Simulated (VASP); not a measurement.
# K2BaTaO6 (a cell with a defect) in VASP: further runs

K2BaTaO6 (a cell with a defect) is run at these levels: PBEsol; tasks: single point.

All numbers are computed with VASP 6.6.1; they aren't measurements. Logs are shortened: lines on timing, memory, paths and dates and some standing lists are left out, and cuts for length are marked.

### Step 1. The cell of the first run

The cell holds a defect, 10 atoms: a = 7.971 Å, b = 3.985 Å, c = 3.985 Å, α = 90.00°, β = 90.00°, γ = 90.00°.

### Step 2. Single point, PBEsol, collinear spin, ferromagnetic start

Input file INCAR:

```
SYSTEM = K2BaTaO6
PREC     = Accurate       ! precision mode
ENCUT    = 520            ! plane-wave cutoff, eV
EDIFF    = 1E-6           ! SCF threshold, eV
ISMEAR   = 1              ! smearing method
SIGMA    = 0.05           ! smearing width, eV
LREAL    = .FALSE.        ! projectors in reciprocal space
LASPH    = .TRUE.         ! aspherical terms in the spheres
NELM     = 200            ! most SCF steps
ALGO     = Normal         ! electronic algorithm
ISIF     = 2              ! what is computed and relaxed
LWAVE    = .FALSE.        ! write WAVECAR
LCHARG   = .FALSE.        ! write CHGCAR
ISPIN    = 2              ! spin polarisation
MAGMOM   = 0.2 0.2 0.2 0.2 0.2 0.2 0.2 0.2 0.2 0.2 ! initial moments
LORBIT   = 11             ! projections on sites
LMAXMIX  = 4              ! l up to which the mixer works
GGA      = PS             ! functional
NBANDS   = 52             ! bands
NELECT   = 78.0         
GGA_COMPAT= .FALSE.
```

Input file KPOINTS:

```
Automatic mesh
0
Gamma
  2 2 2
  0.5 0.5 0.5
```

Input file POSCAR:

```
K2BaTaO6
1.0
    7.9708780000      0.0000000000      0.0000000000
    0.0000000000      3.9854390000      0.0000000000
    0.0000000000      0.0000000000      3.9854390000
K Ba Ta O
2 1 1 6
Direct
    0.0012060000      0.9917360000      0.0009950000
    0.5059250000      0.9951880000      0.9862530000
    0.2503650000      0.4956180000      0.5210410000
    0.7533290000      0.5008870000      0.5105990000
    0.2506700000      0.4933050000      0.9924750000
    0.7464230000      0.4938100000      0.9996800000
    0.0041590000      0.4973050000      0.5061830000
    0.5028090000      0.4884080000      0.4913000000
    0.2527100000      0.9946130000      0.4955070000
    0.7534050000      0.9911330000      0.4993350000
```

Potentials or basis: VASP PAW PBE potentials, release 64 (K_sv, Ba_sv, Ta_pv, O).

On the command line:

```console
$ cat potpaw_PBE.64/K_sv/POTCAR potpaw_PBE.64/Ba_sv/POTCAR potpaw_PBE.64/Ta_pv/POTCAR potpaw_PBE.64/O/POTCAR > POTCAR
$ mpirun -np 1 vasp_std > vasp.out
```

OUTCAR:

```text
SYSTEM = K2BaTaO6
   PREC = Accurate
   ENCUT = 520
   EDIFF = 1E-6
   ISMEAR = 1
   LREAL = .FALSE.
   LASPH = .TRUE.
   NELM = 200
   ISIF = 2
   ISPIN = 2
   LORBIT = 11
   GGA = PS
   NELECT = 78.0

 ion  position               nearest neighbor table
   1  0.001  0.992  0.001-   7 2.79  10 2.80  10 2.81   5 2.81   9 2.81   7 2.82   7 2.82   5 2.82
                             6 2.84   9 2.84   7 2.85   6 2.85   3 3.39   4 3.40   3 3.41   4 3.44
   2  0.506  0.995  0.986-   6 2.76  10 2.77   6 2.77   8 2.78   9 2.81   8 2.81   8 2.82  10 2.84
                             5 2.84   8 2.85   5 2.85   9 2.86   4 3.37   4 3.40   3 3.40   3 3.40
   3  0.250  0.496  0.521-   5 1.88   7 1.96   9 1.99   9 2.00   8 2.02   5 2.11   1 3.39   2 3.40
                             2 3.40   1 3.41   1 3.49   1 3.50   2 3.56   2 3.56   4 3.96   4 4.01
   4  0.753  0.501  0.511-   6 1.95  10 1.95   8 2.00   7 2.00  10 2.03   6 2.04   2 3.37   2 3.40
                             1 3.40   1 3.44   1 3.44   2 3.48   1 3.49   2 3.51   3 3.96   3 4.01
   5  0.251  0.493  0.992-   3 1.88   3 2.11   1 2.81   1 2.82   2 2.84   2 2.85
   6  0.746  0.494  1.000-   4 1.95   4 2.04   2 2.76   2 2.77   1 2.84   1 2.85
   7  0.004  0.497  0.506-   3 1.96   4 2.00   1 2.79   1 2.82   1 2.82   1 2.85
   8  0.503  0.488  0.491-   4 2.00   3 2.02   2 2.78   2 2.81   2 2.82   2 2.85
   9  0.253  0.995  0.496-   3 1.99   3 2.00   2 2.81   1 2.81   1 2.84   2 2.86
  10  0.753  0.991  0.499-   4 1.95   4 2.03   2 2.77   1 2.80   1 2.81   2 2.84

  LATTYP: Found a simple tetragonal cell.
 ALAT       =     3.9854390000
 C/A-ratio  =     2.0000000000

  Lattice vectors:

 A1 = (   0.0000000000,   3.9854390000,   0.0000000000)
 A2 = (   0.0000000000,   0.0000000000,   3.9854390000)
 A3 = (   7.9708780000,   0.0000000000,   0.0000000000)

Analysis of symmetry for initial positions (statically):
=====================================================================
 Subroutine PRICEL returns:
 Original cell was already a primitive cell.

 Routine SETGRP: Setting up the symmetry group for a
 simple tetragonal supercell.

 Subroutine GETGRP returns: Found  1 space group operations
 (whereof  1 operations were pure point group operations)
 out of a pool of 16 trial point group operations.

The static configuration has the point symmetry C_1 .

Analysis of symmetry for dynamics (positions and initial velocities):
=====================================================================
 Subroutine PRICEL returns:
 Original cell was already a primitive cell.

 Routine SETGRP: Setting up the symmetry group for a
 simple tetragonal supercell.

 Subroutine GETGRP returns: Found  1 space group operations
 (whereof  1 operations were pure point group operations)
 out of a pool of 16 trial point group operations.

The dynamic configuration has the point symmetry C_1 .

Analysis of structural, dynamic, and magnetic symmetry:
=====================================================================
 Subroutine PRICEL returns:
 Original cell was already a primitive cell.

 Routine SETGRP: Setting up the symmetry group for a
 simple tetragonal supercell.

 Subroutine GETGRP returns: Found  1 space group operations
 (whereof  1 operations were pure point group operations)
 out of a pool of 16 trial point group operations.

The overall configuration has the point symmetry C_1 .

 Subroutine INISYM returns: Found  1 space group operations
 (whereof  1 operations are pure point group operations),
 and found     1 'primitive' translations

----------------------------------------------------------------------------------------

                                     Primitive cell

  volume of cell :     126.6072

  direct lattice vectors                    reciprocal lattice vectors
     7.970878000  0.000000000  0.000000000     0.125456694  0.000000000  0.000000000
     0.000000000  3.985439000  0.000000000     0.000000000  0.250913387  0.000000000
     0.000000000  0.000000000  3.985439000     0.000000000  0.000000000  0.250913387

  length of vectors
     7.970878000  3.985439000  3.985439000     0.125456694  0.250913387  0.250913387

  position of ions in fractional coordinates (direct lattice)
     0.001206000  0.991736000  0.000995000
     0.505925000  0.995188000  0.986253000
     0.250365000  0.495618000  0.521041000
     0.753329000  0.500887000  0.510599000
     0.250670000  0.493305000  0.992475000
     0.746423000  0.493810000  0.999680000
     0.004159000  0.497305000  0.506183000
     0.502809000  0.488408000  0.491300000
     0.252710000  0.994613000  0.495507000
[... 66 lines left out ...]
   LREAL  =      F    real-space projection
   EDIFFG = 0.1E-04   stopping-criterion for IOM
   NSW    =      0    number of steps for IOM
   IBRION =     -1    ionic relax: 0-MD 1-quasi-New 2-CG
   NFREE  =      0    steps in history (QN), initial steepest desc. (CG)
   ISIF   =      2    stress and relaxation
   ISYM   =      2    0-nonsym 1-usesym 2-fastsym
   POTIM  = 0.5000    time-step for ionic-motion
   TEBEG  =    0.0;   TEEND  =   0.0 temperature during run
   PSTRESS=    0.0 pullay stress
   NELECT =      78.0000    total number of electrons
   NUPDOWN=      -1.0000    fix difference up-down
   EMIN   =  10.00;   EMAX   =-10.00  energy-range for DOS
   EFERMI =   0.00;   METHOD = LEGACY
   ISMEAR =     1;   SIGMA  =   0.05  broadening in eV -4-tet -1-fermi 0-gaus
   EFERMI_NEDOS =   21; number of points for ismear=-14 and -15
   IALGO  =     38    algorithm
   IMIX   =      4    mixing-type and parameters
     AMIX     =   0.40;   BMIX     =  1.00
     AMIX_MAG =   1.60;   BMIX_MAG =  1.00
  volume/ion in A,a.u.               =      12.66        85.44
  Fermi-wavevector in a.u.,A,eV,Ry     =   1.393008  2.632403 26.401705  1.940471
  Thomas-Fermi vector in A             =   2.516695
   LORBIT       =     11    0 simple, 1 ext, 2 COOP (PROOUT), +10 PAW based schemes
   GGA     = PS    functional components
   LHFCALC =     F    Hartree Fock is set to
   AEXX    =    0.0000 exact exchange contribution
   IVDW    =     0    specifies the selected vdW correction
   LEPSILON=     F    determine dielectric tensor
   LRPA    =     F    only Hartree local field effects (RPA)
 spin polarized calculation
 Methfessel and Paxton  Order N= 1 SIGMA  =   0.05
  energy-cutoff  :      520.00
  volume of cell :      126.61
 maximum number of plane-waves:      3410
 NGX is ok and might be reduce to    60
   NGX = 29   NGY = 15   NGZ = 15

 number of electron      78.0000014 magnetization      -0.0058630

 number of electron      78.0000014 magnetization       0.1783801

 Free energy of the ion-electron system (eV)
  ---------------------------------------------------
  ext. energy  EPLUGINS =         0.00000000
  ---------------------------------------------------
  free energy    TOTEN  =       -42.49276978 eV

  energy without entropy =      -42.49302697  energy(sigma->0) =      -42.49285551

 E-fermi :   6.4467     XC(G=0): -11.4591

 val. band max:        6.4319030530   @ k =   0.2500   0.2500   0.2500
 cond. band min:       6.4608567269   @ k =   0.2500  -0.2500  -0.2500
 fundamental gap:      0.0289536739
 Fermi energy:         6.4467323985

 spin component 1

 k-point     1 :       0.2500    0.2500    0.2500
  band No.  band energies     occupation
      1     -31.0098      1.00000
      2     -30.9462      1.00000
      3     -30.6622      1.00000
      4     -27.0131      1.00000
      5     -26.8845      1.00000
      6     -21.6098      1.00000
[... 205 lines left out ...]
     50      11.4146      0.00000
     51      11.6657      0.00000
 Fermi energy:         6.4467323985

 spin component 2

 k-point     1 :       0.2500    0.2500    0.2500
  band No.  band energies     occupation
      1     -30.9876      1.00000
      2     -30.9247      1.00000
      3     -30.6541      1.00000
      4     -27.0131      1.00000
      5     -26.8841      1.00000
      6     -21.5718      1.00000
[... 205 lines left out ...]
     50      11.4199      0.00000
     51      11.6724      0.00000
 [bands above 51 left out]

------------------------ aborting loop because EDIFF is reached ----------------------------------------

  FORCE on cell =-STRESS in cart. coord.  units (eV):
  Direction    XX          YY          ZZ          XY          YZ          ZX
  --------------------------------------------------------------------------------------
  -------------------------------------------------------------------------------------
  Total       74.9741068     71.5275475     73.5963649     -0.4073697     -0.0729953     -0.6916171
  in kB      948.7753398    905.1601429    931.3404202     -5.1551446     -0.9237340     -8.7522113
  external PRESSURE =     928.4253010 kB  Pullay stress =       0.0000000 kB

 VOLUME and BASIS-vectors are now :
 -----------------------------------------------------------------------------
  energy-cutoff  :      520.00
  volume of cell :      126.61
      direct lattice vectors                 reciprocal lattice vectors
     7.970878000  0.000000000  0.000000000     0.125456694  0.000000000  0.000000000
     0.000000000  3.985439000  0.000000000     0.000000000  0.250913387  0.000000000
     0.000000000  0.000000000  3.985439000     0.000000000  0.000000000  0.250913387

 POSITION                                       TOTAL-FORCE (eV/Angst)
 -----------------------------------------------------------------------------------
      0.00961      3.95250      0.00397         0.319195      0.056374      0.121507
      4.03267      3.96626      3.93065        -0.408911      0.009800      0.245333
      1.99563      1.97526      2.07658         1.767054      0.055669     -5.213943
      6.00469      1.99625      2.03496        -0.427757     -0.556392     -0.481114
      1.99806      1.96604      3.95545         0.038145     -0.089812      6.921370
      5.94965      1.96805      3.98416         0.347408      0.075804      0.723097
      0.03315      1.98198      2.01736       -13.299762     -0.216121     -0.984630
      4.00783      1.94652      1.95805        11.407279     -0.291562     -1.015095
      2.01432      3.96397      1.97481         0.143524      0.235995     -0.519060
      6.00530      3.95010      1.99007         0.113825      0.720246      0.202535
 -----------------------------------------------------------------------------------
    total drift:                                0.003552     -0.003199      0.004642

  FREE ENERGIE OF THE ION-ELECTRON SYSTEM (eV)
  ---------------------------------------------------
  free  energy   TOTEN  =       -42.4927697846 eV

  energy  without entropy=      -42.4930269652  energy(sigma->0) =      -42.49285551

 total charge

# of ion       s       p       d       tot
------------------------------------------
    1        1.970   5.614   0.094   7.677
    2        1.970   5.614   0.092   7.676
    3        2.199   5.719   2.128  10.047
    4        0.378   6.346   2.605   9.329
    5        1.629   3.574   0.000   5.203
    6        1.567   3.564   0.000   5.131
    7        1.608   3.560   0.000   5.168
    8        1.603   3.549   0.000   5.152
    9        1.625   3.565   0.000   5.190
   10        1.567   3.567   0.000   5.134
--------------------------------------------------
tot         16.116  44.673   4.918  65.707

 magnetization (x)

# of ion       s       p       d       tot
------------------------------------------
    1        0.000   0.000  -0.000   0.000
    2       -0.000   0.000   0.001   0.001
    3        0.012   0.030   0.006   0.049
    4        0.000   0.000   0.043   0.043
    5        0.003   0.043   0.000   0.046
    6        0.000   0.003   0.000   0.003
    7        0.000   0.001   0.000   0.001
    8       -0.000   0.002   0.000   0.002
    9        0.002   0.043   0.000   0.045
   10        0.000   0.003   0.000   0.003
--------------------------------------------------
tot          0.018   0.127   0.049   0.194
```

It took 7.4 min on 1 thread of Intel Xeon Platinum 8259CL at 2.50GHz (Skylake/Cascade Lake), shared host; peak memory 0.29 GiB.

What came out:

```yaml
Free_energy: -42.4928 eV
Largest_force: 13.338 eV/Å
Net_moment: 0.18 μB per cell
Site_moments: K +0.00; Ba +0.05; Ta +0.04; O +0.05, +0.00, +0.04 (each value once) μB
Valence_electrons_inside_the_program's_atomic_spheres: K 7.68; Ba 10.05; Ta 9.33; O 5.20, 5.13, 5.17, 5.15, 5.19 (each value once)
```

Forces in eV/Å, atoms in the order of the input:
```
K     0.319   0.056   0.122
K    -0.409   0.010   0.245
Ba    1.767   0.056  -5.214
Ta   -0.428  -0.556  -0.481
O     0.038  -0.090   6.921
O     0.347   0.076   0.723
O   -13.300  -0.216  -0.985
O    11.407  -0.292  -1.015
O     0.144   0.236  -0.519
O     0.114   0.720   0.203
```

Levels at points of the mesh, in eV from the Fermi level:
Spin up:
```
           k point  band 36  band 37  band 38  band 39  band 40  band 41  band 42  band 43
(0.25, 0.25, 0.25)    -4.26    -1.40    -0.93    -0.13     0.06     0.47     0.54     2.96
```
Spin down:
| k point | band 37 | band 38 | band 39 | band 40 | band 41 | band 42 |
| --- | --- | --- | --- | --- | --- | --- |
| (0.25, 0.25, 0.25) | -1.38 | -0.85 | -0.01 | 0.08 | 0.48 | 0.58 |

Caveat: the k points lie up to 0.79 Å⁻¹ apart; the cell carries a net charge on a neutralising background, which shifts energy and pressure; the cell is charged against a uniform background, so pressure and absolute levels hang on convention; the PAW data sets were made with another functional, which shifts forces and pressure a little; spin-orbit coupling is left out, which moves the levels of the heavy elements.

### Step 3. Single point, PBEsol, collinear spin

Input file INCAR:

```
PREC     = Accurate       # precision mode
ENCUT    = 520            # plane-wave cutoff, eV
EDIFF    = 1E-6           # SCF threshold, eV
ISMEAR   = 1              # smearing method
SIGMA    = 0.05           # smearing width, eV
LREAL    = F              # projectors in reciprocal space
LASPH    = T              # aspherical terms in the spheres
NELM     = 200            # most SCF steps
ALGO     = Normal         # electronic algorithm
ISIF     = 2              # what is computed and relaxed
LWAVE    = F              # write WAVECAR
LCHARG   = F              # write CHGCAR
ISPIN    = 2              # spin polarisation
MAGMOM   = 0.1 0.1 0.1 0.1 0.1 0.1 0.1 0.1 0.1 0.1 # initial moments
LORBIT   = 11             # projections on sites
LMAXMIX  = 4              # l up to which the mixer works
GGA      = PS             # functional
NBANDS   = 52             # bands
NELECT   = 78.0         
GGA_COMPAT= F
```

KPOINTS is that of step 2.

POSCAR is that of step 2.

Potentials or basis: VASP PAW PBE potentials, release 64 (K_sv, Ba_sv, Ta_pv, O).

On the command line:

```console
$ cat potpaw_PBE.64/K_sv/POTCAR potpaw_PBE.64/Ba_sv/POTCAR potpaw_PBE.64/Ta_pv/POTCAR potpaw_PBE.64/O/POTCAR > POTCAR
$ mpirun -np 1 vasp_std > vasp.out
```

Run time: 2 min. Hardware: 1 thread of Intel Xeon Platinum 8259CL at 2.50GHz (Skylake/Cascade Lake), shared host; peak memory 0.29 GiB.

The run converged. Its results:

- Free energy: -42.4934 eV
- Largest force: 13.337 eV/Å
- Net moment: 0.00 μB per cell
- Valence electrons inside the program's atomic spheres: K 7.68; Ba 10.06; Ta 9.30; O 5.21, 5.13, 5.17, 5.15, 5.20 (each value once)

Forces in eV/Å, atoms in the order of the input:
```
K     0.414   0.056   0.121
K    -0.504   0.008   0.244
Ba    1.768   0.080  -5.209
Ta   -0.453  -0.535  -0.447
O     0.041  -0.109   6.987
O     0.357   0.072   0.714
O   -13.298  -0.218  -1.005
O    11.419  -0.291  -1.023
O     0.139   0.231  -0.587
O     0.117   0.705   0.205
```

Levels at points of the mesh, in eV from the Fermi level:
Spin up:
```
           k point  band 37  band 38  band 39  band 40  band 41  band 42
(0.25, 0.25, 0.25)    -1.37    -0.88    -0.06     0.07     0.48     0.56
```
Spin down:
| k point | band 37 | band 38 | band 39 | band 40 | band 41 | band 42 |
| --- | --- | --- | --- | --- | --- | --- |
| (0.25, 0.25, 0.25) | -1.37 | -0.88 | -0.06 | 0.07 | 0.48 | 0.57 |

Caveat: the k points lie up to 0.79 Å⁻¹ apart; the cell carries a net charge on a neutralising background, which shifts energy and pressure; the cell is charged against a uniform background, so pressure and absolute levels hang on convention; the PAW data sets were made with another functional, which shifts forces and pressure a little; spin-orbit coupling is left out, which moves the levels of the heavy elements.

### Step 4. Single point, PBEsol, collinear spin, ferromagnetic start

Input file INCAR:

```
ALGO     = Normal         # electronic algorithm
EDIFF    = 1E-6           # SCF threshold, eV
ENCUT    = 520            # plane-wave cutoff, eV
GGA      = PS             # functional
GGA_COMPAT= F            
ISIF     = 2              # what is computed and relaxed
ISMEAR   = -1             # smearing method
ISPIN    = 2              # spin polarisation
LASPH    = T              # aspherical terms in the spheres
LCHARG   = F              # write CHGCAR
LMAXMIX  = 4              # l up to which the mixer works
LORBIT   = 11             # projections on sites
LREAL    = F              # projectors in reciprocal space
LWAVE    = F              # write WAVECAR
MAGMOM   = 0.8 0.8 0.8 0.8 0.8 0.8 0.8 0.8 0.8 0.8 # initial moments
NBANDS   = 52             # bands
NELECT   = 78.0         
NELM     = 200            # most SCF steps
PREC     = Accurate       # precision mode
SIGMA    = 0.05           # smearing width, eV
```

KPOINTS is that of step 3.

POSCAR is that of step 3.

On the command line:

```console
$ cat potpaw_PBE.64/K_sv/POTCAR potpaw_PBE.64/Ba_sv/POTCAR potpaw_PBE.64/Ta_pv/POTCAR potpaw_PBE.64/O/POTCAR > POTCAR
$ mpirun -np 1 vasp_std > vasp.out
```

Run time: 1.9 min. Hardware: 1 thread of Intel Xeon Platinum 8259CL at 2.50GHz (Skylake/Cascade Lake), shared host; peak memory 0.28 GiB.

The run converged. Its results:

| Item | Value |
| --- | --- |
| Free energy | -42.5398 eV |
| Largest force | 13.395 eV/Å |
| Net moment | 0.00 μB per cell |
| Valence electrons inside the program's atomic spheres | K 7.68, 7.67; Ba 10.06; Ta 9.30; O 5.21, 5.13, 5.17, 5.15, 5.20 (each value once) |

Forces on the atoms (eV/Å):
```
K     0.375   0.058   0.128
K    -0.459   0.013   0.249
Ba    1.796   0.066  -5.240
Ta   -0.428  -0.560  -0.485
O     0.013  -0.099   6.978
O     0.351   0.075   0.696
O   -13.358  -0.211  -0.975
O    11.456  -0.290  -1.001
O     0.143   0.231  -0.549
O     0.111   0.717   0.199
```

Levels at points of the mesh, in eV from the Fermi level:
Spin up:
```csv
k point,band 37,band 38,band 39,band 40,band 41,band 42
"(0.25, 0.25, 0.25)",-1.41,-0.93,-0.09,0.10,0.47,0.55
```
Spin down:
```tsv
k point	band 37	band 38	band 39	band 40	band 41	band 42
(0.25, 0.25, 0.25)	-1.41	-0.93	-0.09	0.10	0.47	0.55
```

Caveat: the k points lie up to 0.79 Å⁻¹ apart; the cell carries a net charge on a neutralising background, which shifts energy and pressure; the cell is charged against a uniform background, so pressure and absolute levels hang on convention; the PAW data sets were made with another functional, which shifts forces and pressure a little; spin-orbit coupling is left out, which moves the levels of the heavy elements.
